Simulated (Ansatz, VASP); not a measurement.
# One calculation of Re, two programs

```
Re
1.0
     0.00000    2.02761    1.73746
     2.02761    0.00000    1.73746
     2.02761    2.02761    0.00000
Re
1
Direct
  0.00000 0.00000 0.00000
```

Alike in both runs: task single point; functional PBE; k mesh 10 × 10 × 10; occupations gaussian, width 0.15 eV; no spin polarisation.

|  | VASP | Ansatz |
| --- | --- | --- |
| version | VASP 6.6.1 | Ansatz 0.2.0 |
| potentials or method | VASP PAW PBE potentials, release 64 (Re), cutoff 520 eV | scalar-relativistic, plane waves, PAW |
| valence electrons in the cell | 7 | 15 |

Ansatz gave:

| Item | Value |
| --- | --- |
| gap on the k mesh at the Fermi level (eV) | none |
| pressure (GPa) | 21.7 |
| traceless stress, the component that is largest in VASP (GPa) | 18.17 |

Q: Which values does VASP return?

A: gap on the k mesh at the Fermi level (eV): none; pressure (GPa): 21.5; traceless stress, the component that is largest in VASP (GPa): 18.26.

A gap of «none» marks a metal or a gap that the smearing closes. The functional is the same, so the differences come from potentials, cutoffs and numerics. VASP's potentials hold 7 valence electrons a cell and Ansatz's 15, so a difference there can come from the potentials and not from the codes.

Neither program's run includes spin-orbit coupling.
